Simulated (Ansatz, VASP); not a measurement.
## BeS in VASP and in Ansatz

The input INCAR:

```
ALGO = Normal
EDIFF = 1E-6
ENCUT = 520
GGA = PE
ISIF = 2
ISMEAR = 0
LASPH = True
LCHARG = True
LELF = True
LREAL = False
LVHAR = True
LWAVE = False
NBANDS = 11
NELM = 100
PREC = Accurate
SIGMA = 0.02
```

The input KPOINTS:

```
k-points
0
Gamma
  8 8 8
```

File POSCAR:

```
BeS
1.0
    0.0000000000      2.3881515130      2.3881515130
    2.3881515130      0.0000000000      2.3881515130
    2.3881515130      2.3881515130      0.0000000000
Be S
1 1
Direct
    0.0000000000      0.0000000000      0.0000000000
    0.2500000000      0.2500000000      0.2500000000
```

Input for Ansatz:

```yaml
crystal:
  lattice:
    - [0.0, 2.388151513, 2.388151513]
    - [2.388151513, 0.0, 2.388151513]
    - [2.388151513, 2.388151513, 0.0]
  atoms:
    - { symbol: Be, position: [0.0, 0.0, 0.0] }
    - { symbol: S, position: [0.25, 0.25, 0.25] }
basis:
  ecutwfc: 420
kpoints:
  mp_grid: { grid: [8, 8, 8] }
hamiltonian:
  xc: pbe
scf:
  occupations: { method: gaussian, width: 0.02 }
output:
  forces: true
  stress: true
  eigenvalues: true
  write_density: true
  write_potential: true
  elf: true
  volumetric_format: npy
```

Alike in both runs: task single point; functional PBE; k mesh 8 × 8 × 8; occupations gaussian, width 0.02 eV; no spin polarisation.

|  | VASP | Ansatz |
| --- | --- | --- |
| version | VASP 6.6.1 | Ansatz 0.2.0 |
| potentials or method | VASP PAW PBE potentials, release 64 (Be, S), cutoff 520 eV | scalar-relativistic, plane waves, PAW |
| valence electrons in the cell | 8 | 8 |

|  | VASP | Ansatz | Ansatz less VASP |
| --- | --- | --- | --- |
| gap on the k mesh at the Fermi level (eV) | 3.00 | 3.00 | -0.001 |
| least direct gap on the mesh (eV) | 5.65 | 5.63 | -0.019 |
| pressure (GPa) | 6.5 | 6.5 | -0.01 |

The functional is the same, so the differences come from potentials, cutoffs and numerics.
